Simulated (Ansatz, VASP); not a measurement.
Given: the input of a run of VASP 6.6.1 on Pb.

INCAR

```
SYSTEM = Pb
PREC     = Accurate       ! precision mode
ENCUT    = 520            ! plane-wave cutoff, eV
EDIFF    = 1E-6           ! SCF threshold, eV
ISMEAR   = -1             ! smearing method
SIGMA    = 0.03           ! smearing width, eV
LREAL    = .False.        ! projectors in reciprocal space
LASPH    = .True.         ! aspherical terms in the spheres
NELM     = 80             ! most SCF steps
ALGO     = Fast           ! electronic algorithm
ISIF     = 2              ! what is computed and relaxed
LWAVE    = .False.        ! write WAVECAR
LCHARG   = .True.         ! write CHGCAR
GGA      = PE             ! functional
LELF     = .True.         ! ELF
LVHAR    = .True.       
NBANDS   = 13             ! bands
```

Contents of KPOINTS:

```
Automatic mesh
0
Gamma
  6 6 6
  0 0 0
```

The input POSCAR:

```
Pb
1.0
    0.0000000000      2.4750200000      2.4750200000
    2.4750200000      0.0000000000      2.4750200000
    2.4750200000      2.4750200000      0.0000000000
Pb
1
Direct
    0.0000000000      0.0000000000      0.0000000000
```

Potentials or basis: VASP PAW PBE potentials, release 64 (Pb_d).

Command:

```bash
$ cat potpaw_PBE.64/Pb_d/POTCAR > POTCAR
$ mpirun -np 1 vasp_std > vasp.out
```

Set up the same calculation for Ansatz 0.2.0. Potentials there: all-electron LAPW, scalar-relativistic.

As run (the cutoff follows the program's own potentials):

The input input.yaml:

```yaml
crystal:
  lattice:
    - [0.0, 2.47502, 2.47502]
    - [2.47502, 0.0, 2.47502]
    - [2.47502, 2.47502, 0.0]
  atoms:
    - { symbol: Pb, position: [0.0, 0.0, 0.0] }
kpoints:
  mp_grid: { grid: [6, 6, 6] }
scf:
  occupations: { method: fermi_dirac, width: 0.03 }
hamiltonian:
  xc: pbe
  pseudopotentials: { kind: all_electron, lapw: { basis_error: 0.002 } }
output:
  forces: true
  stress: true
  eigenvalues: true
```

Potentials or basis: all-electron LAPW, scalar-relativistic.

The run is started by

```bash
$ ansatz run input.yaml --threads 1 --pin off --max-ram 2560MiB --backend cpu --events-out ev --progress --plain --runs-dir out
```

Both were run:

|  | VASP | Ansatz | Ansatz less VASP |
| --- | --- | --- | --- |
| gap on the k mesh at the Fermi level (eV) | none | none | - |
| pressure (GPa) | 3.2 | 3.3 | +0.05 |

A gap of «none» marks a metal or a gap that the smearing closes. Ansatz ran all-electron here, and VASP with PAW potentials.

The k mesh is coarse, so the values compare programs but aren't converged. Neither program's run includes spin-orbit coupling.
